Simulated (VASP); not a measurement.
Here is a VASP 6.6.1 calculation.

Contents of INCAR:

```
ALGO     = Normal         # electronic algorithm
EDIFF    = 1E-6           # SCF threshold, eV
ENCUT    = 520            # plane-wave cutoff, eV
GGA      = PE             # functional
ISIF     = 2              # what is computed and relaxed
ISMEAR   = -1             # smearing method
LASPH    = True           # aspherical terms in the spheres
LCHARG   = True           # write CHGCAR
LELF     = True           # ELF
LREAL    = False          # projectors in reciprocal space
LVHAR    = True         
LWAVE    = False          # write WAVECAR
NBANDS   = 16             # bands
NELM     = 100            # most SCF steps
PREC     = Accurate       # precision mode
SIGMA    = 0.02           # smearing width, eV
```

KPOINTS

```
k-points
0
Gamma
  12 12 6
```

The input POSCAR:

```
BN
1.0
    2.5439500026      0.0000000000      0.0000000000
   -1.2719750013      2.2031253282      0.0000000000
    0.0000000000      0.0000000000      4.3761279520
B N
2 2
Direct
    0.3333333333      0.6666666667     -0.0009744033
    0.6666666667      0.3333333333      0.4990255967
    0.3333333333      0.6666666667      0.3759744033
    0.6666666667      0.3333333333      0.8759744033
```

Potentials or basis: VASP PAW PBE potentials, release 64 (B, N).

Run with:

```bash
$ cat potpaw_PBE.64/B/POTCAR potpaw_PBE.64/N/POTCAR > POTCAR
$ mpirun -np 1 vasp_std > vasp.out
```

(1) What does it give for the band gap on the k mesh?

(2) Predict the largest force.

(3) Predict the pressure.

## Answers

(1) 5.27 eV (least direct gap 7.08 eV).

(2) 0.069 eV/Å.

(3) -8.4 GPa.

Caveat: the cell differs from its parent crystal (uniaxial z strain +4.0%); the cell stands under tension.
